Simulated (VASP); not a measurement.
A run of VASP 6.6.1 is set up as follows.

File INCAR:

```
PREC = Accurate
ENCUT = 630
EDIFF = 1E-7
ISMEAR = 0
SIGMA = 0.05
LREAL = False
LASPH = True
NELM = 120
ALGO = Normal
ISIF = 3
LWAVE = False
LCHARG = False
IBRION = 2
NSW = 80
EDIFFG = -0.03
GGA_COMPAT = False
NELMIN = 4
```

The input KPOINTS:

```
Automatic mesh
0
Gamma
  8 8 8
```

File POSCAR:

```
Cd
1.0
    0.0000000000      2.2100000000      2.2100000000
    2.2100000000      0.0000000000      2.2100000000
    2.2100000000      2.2100000000      0.0000000000
Cd
1
Direct
    0.0000000000      0.0000000000      0.0000000000
```

Potentials or basis: VASP PAW LDA potentials, release 64 (Cd_sv_GW).

Run with:

```sh
$ cat potpaw_LDA.64/Cd_sv_GW/POTCAR > POTCAR
$ mpirun -np 1 vasp_std > vasp.out
```

Predict the relaxed volume.

20.06 Å³/atom.

What does it give for the space group after relaxing (to 0.1 Å)?

Fm-3m (No. 225).

Predict the band gap on the k mesh.

zero (bands 10 and 11 overlap by 3.33 eV).

Estimate the relaxed cell.

a = 3.050 Å, b = 3.050 Å, c = 3.050 Å, α = 60.00°, β = 60.00°, γ = 60.00°.

Final structure:
```
CELL_PARAMETERS angstrom
0.00000 2.15648 2.15648
2.15648 0.00000 2.15648
2.15648 2.15648 0.00000
ATOMIC_POSITIONS crystal
Cd 0.00000 0.00000 0.00000
```
